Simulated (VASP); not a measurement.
# B in VASP: further runs, part 2 of 2

VASP 6.6.1.

## 5. Single point, PBE

This run uses another cell than the first one, of 46.03 Å³/atom, 1.268 times its volume.

INCAR reads:

```
SYSTEM = B
  PREC = Accurate
  ENCUT = 520
  EDIFF = 1E-6
  ISMEAR = 0
  SIGMA = 0.1
  LREAL = .FALSE.
  LASPH = .TRUE.
  NELM = 100
  ALGO = Normal
  ISIF = 2
  LWAVE = .FALSE.
  LCHARG = .TRUE.
  LDIPOL = .TRUE.
  IDIPOL = 3
  DIPOL = 0.5 0.5 0.295
  GGA = PE
  LELF = .TRUE.
  LVHAR = .TRUE.
  LVACPOTAV = .TRUE.
  NBANDS = 10
```

KPOINTS reads:

```
regular mesh
0
G
  30 30 1
  0 0 0
```

POSCAR reads:

```
B
1.0
    1.8421928311      0.0000000000      0.0000000000
    0.0000000000      1.8421928311      0.0000000000
    0.0000000000      0.0000000000     27.1244000000
B
2
Direct
    0.5000000000      0.5000000000      0.2633068574
    0.5000000000      0.5000000000      0.3265679417
```

Potentials or basis: VASP PAW PBE potentials, release 64 (B).

Command:

```console
cat potpaw_PBE.64/B/POTCAR > POTCAR
mpirun -np 1 vasp_std > vasp.out
```

OUTCAR:

```text
SYSTEM = B
   PREC = Accurate
   ENCUT = 520
   EDIFF = 1E-6
   ISMEAR = 0
   LREAL = .FALSE.
   LASPH = .TRUE.
   NELM = 100
   ISIF = 2
   GGA = PE

 ion  position               nearest neighbor table
   1  0.500  0.500  0.263-   2 1.72
   2  0.500  0.500  0.327-   1 1.72

  LATTYP: Found a simple tetragonal cell.
 ALAT       =     1.8421928311
 C/A-ratio  =    14.7239743539

  Lattice vectors:

 A1 = (   1.8421928311,   0.0000000000,   0.0000000000)
 A2 = (   0.0000000000,   1.8421928311,   0.0000000000)
 A3 = (   0.0000000000,   0.0000000000,  27.1244000000)

Analysis of symmetry for initial positions (statically):
=====================================================================
 Subroutine PRICEL returns:
 Original cell was already a primitive cell.

 Routine SETGRP: Setting up the symmetry group for a
 simple tetragonal supercell.

 Subroutine GETGRP returns: Found 16 space group operations
 (whereof  8 operations were pure point group operations)
 out of a pool of 16 trial point group operations.

The static configuration has the point symmetry C_4v.
 The point group associated with its full space group is D_4h.

Analysis of symmetry for dynamics (positions and initial velocities):
=====================================================================
 Subroutine PRICEL returns:
 Original cell was already a primitive cell.

 Routine SETGRP: Setting up the symmetry group for a
 simple tetragonal supercell.

 Subroutine GETGRP returns: Found 16 space group operations
 (whereof  8 operations were pure point group operations)
 out of a pool of 16 trial point group operations.

The dynamic configuration has the point symmetry C_4v.
 The point group associated with its full space group is D_4h.

 Subroutine INISYM returns: Found 16 space group operations
 (whereof  8 operations are pure point group operations),
[... 124 lines left out ...]
   IVDW    =     0    specifies the selected vdW correction
   LEPSILON=     F    determine dielectric tensor
   LRPA    =     F    only Hartree local field effects (RPA)
 non-spin polarized calculation
 Gauss-broadening in eV      SIGMA  =   0.10
  energy-cutoff  :      520.00
  volume of cell :       92.05
 maximum number of plane-waves:      2529
 NGX is ok and might be reduce to    14
   NGX =  7   NGY =  7   NGZ =101

 dipolmoment           0.000000      0.000000     -0.000055 electrons x Angstroem

 number of electron       6.0000000 magnetization

 dipolmoment           0.000000      0.000000      0.000002 electrons x Angstroem

 Free energy of the ion-electron system (eV)
  ---------------------------------------------------
  ext. energy  EPLUGINS =         0.00000000
  ---------------------------------------------------
  free energy    TOTEN  =       -11.04157454 eV

  energy without entropy =      -11.03961339  energy(sigma->0) =      -11.04059396

 E-fermi :  -2.2448     XC(G=0):  -2.3694

 val. band max:       -2.2493536451   @ k =   0.3667   0.0000   0.0000
 cond. band min:      -2.2275908849   @ k =   0.5000   0.3667   0.0000
 fundamental gap:      0.0217627602
 Fermi energy:        -2.2447640326

 k-point     1 :       0.0000    0.0000    0.0000
  band No.  band energies     occupation
      1     -18.3352      2.00000
      2     -13.0809      2.00000
      3      -8.4121      2.00000
      4      -0.1245      0.00000
      5       1.3562      0.00000
      6       1.8065      0.00000
      7       1.9350      0.00000
      8       2.7308      0.00000
      9       2.7880      0.00000
     10       4.1071      0.00000
[... 287 lines left out ...]
 k-point    24 :       0.2667    0.0333    0.0000
  band No.  band energies     occupation
      1     -15.8331      2.00000
      2     -10.7597      2.00000
      3      -5.7997      2.00000
      4       0.6860      0.00000
      5       1.8279      0.00000
      6       4.5780      0.00000
      7       4.8027      0.00000
      8       5.0106      0.00000
      9       5.4205      0.00000
     10       5.9904      0.00000

 [... further k-points ...]

------------------------ aborting loop because EDIFF is reached ----------------------------------------

  FORCE on cell =-STRESS in cart. coord.  units (eV):
  Direction    XX          YY          ZZ          XY          YZ          ZX
  --------------------------------------------------------------------------------------
  -------------------------------------------------------------------------------------
  Total       -0.7289993     -0.7289993      0.8984227      0.0000000      0.0000000      0.0000000
  in kB      -12.6884154    -12.6884154     15.6372712      0.0000000      0.0000000      0.0000000
  external PRESSURE =      -3.2465199 kB  Pullay stress =       0.0000000 kB

 VOLUME and BASIS-vectors are now :
 -----------------------------------------------------------------------------
  energy-cutoff  :      520.00
  volume of cell :       92.05
      direct lattice vectors                 reciprocal lattice vectors
     1.842192831  0.000000000  0.000000000     0.542831338  0.000000000  0.000000000
     0.000000000  1.842192831  0.000000000     0.000000000  0.542831338  0.000000000
     0.000000000  0.000000000 27.124400000     0.000000000  0.000000000  0.036867175

 POSITION                                       TOTAL-FORCE (eV/Angst)
 -----------------------------------------------------------------------------------
      0.92110      0.92110      7.14204         0.000000     -0.000000     -0.529203
      0.92110      0.92110      8.85796         0.000000      0.000000      0.529203
 -----------------------------------------------------------------------------------
    total drift:                                0.000000      0.000000      0.000030

  FREE ENERGIE OF THE ION-ELECTRON SYSTEM (eV)
  ---------------------------------------------------
  free  energy   TOTEN  =       -11.0415745361 eV

  energy  without entropy=      -11.0396133936  energy(sigma->0) =      -11.04059396

 vacuum level on the upper side and lower side of the slab         1.714         1.714
```

OSZICAR:

```text
N       E                     dE             d eps       ncg     rms          rms(c)
DAV:   1     0.268918369500E+02    0.26892E+02   -0.28100E+03  2720   0.448E+02
DAV:   2    -0.108837744744E+02   -0.37776E+02   -0.30632E+02  4284   0.891E+01
DAV:   3    -0.118419659041E+02   -0.95819E+00   -0.95583E+00  3754   0.176E+01
[... 11 lines left out ...]
DAV:  15    -0.110415142902E+02   -0.22830E-04   -0.95404E-06  3504   0.966E-03    0.173E-03
DAV:  16    -0.110415634752E+02   -0.49185E-04   -0.17410E-06  3352   0.459E-03    0.748E-04
DAV:  17    -0.110415690300E+02   -0.55548E-05   -0.29097E-07  3690   0.167E-03    0.401E-04
DAV:  18    -0.110415737102E+02   -0.46802E-05   -0.70705E-08  3228   0.902E-04    0.153E-04
DAV:  19    -0.110415745361E+02   -0.82584E-06   -0.32052E-08  3386   0.583E-04
   1 F= -.11041575E+02 E0= -.11040594E+02  d E =-.196114E-02
```

stdout:

```text
POSCAR found type information on POSCAR B
 POSCAR found :  1 types and       2 ions
 scaLAPACK will be used
 LDA part: xc-table for (Slater+PW92), standard interpolation
 POSCAR, INCAR and KPOINTS ok, starting setup
 FFT: planning ... GRIDC
 FFT: planning ... GRID_SOFT
 FFT: planning ... GRID
 WAVECAR not read
 entering main loop
 -----------------------------------------------------------------------------
|                                                                             |
|           W    W    AA    RRRRR   N    N  II  N    N   GGGG   !!!           |
|           W    W   A  A   R    R  NN   N  II  NN   N  G    G  !!!           |
|           W    W  A    A  R    R  N N  N  II  N N  N  G       !!!           |
|           W WW W  AAAAAA  RRRRR   N  N N  II  N  N N  G  GGG   !            |
|           WW  WW  A    A  R   R   N   NN  II  N   NN  G    G                |
|           W    W  A    A  R    R  N    N  II  N    N   GGGG   !!!           |
|                                                                             |
|     Did not find any points to average over, which means that no vacuum     |
|     field-free region was found. Please increase the size of  your cell     |
|     in the dimension of the dipole correction to obtain accurate            |
|     workfunction values.                                                    |
|                                                                             |
 -----------------------------------------------------------------------------
```

Run time: 85 s. Hardware: 1 thread of Intel Xeon Platinum 8488C (Sapphire Rapids), shared host; peak memory 0.25 GiB.

What came out:

```yaml
Free_energy: -11.0416 eV
Largest_force: 0.529 eV/Å
Band_gap_on_the_k_mesh: zero (band 3 reaches -0.58 eV, above the bottom of band 4 at -2.81 eV)
```

Forces in eV/Å, atoms in the order of the input:
```
B    0.000  0.000 -0.529
B    0.000  0.000  0.529
```

## 6. The runs side by side

```tsv
cell	k mesh	gap on the mesh (eV)	largest force (eV/Å)
a = 2.130, b = 2.130, c = 16.000 Å, 2 atoms	8 × 8 × 1	none	1.16
a = 1.842, b = 1.842, c = 27.124 Å, 2 atoms	8 × 8 × 1	none	0.02
a = 1.823, b = 1.823, c = 27.124 Å, 2 atoms	30 × 30 × 1	none	0.01
a = 1.842, b = 1.842, c = 27.124 Å, 2 atoms	30 × 30 × 1	none	0.53
```

Alike in all rows: task single point; level PBE; potentials or basis VASP PAW PBE potentials, release 64 (B); no spin polarisation; cutoff (eV) 520; smearing gaussian 0.1 eV.

Caveats: some runs use coarse meshes.

Absolute energies hang on the potentials; compare differences alone.
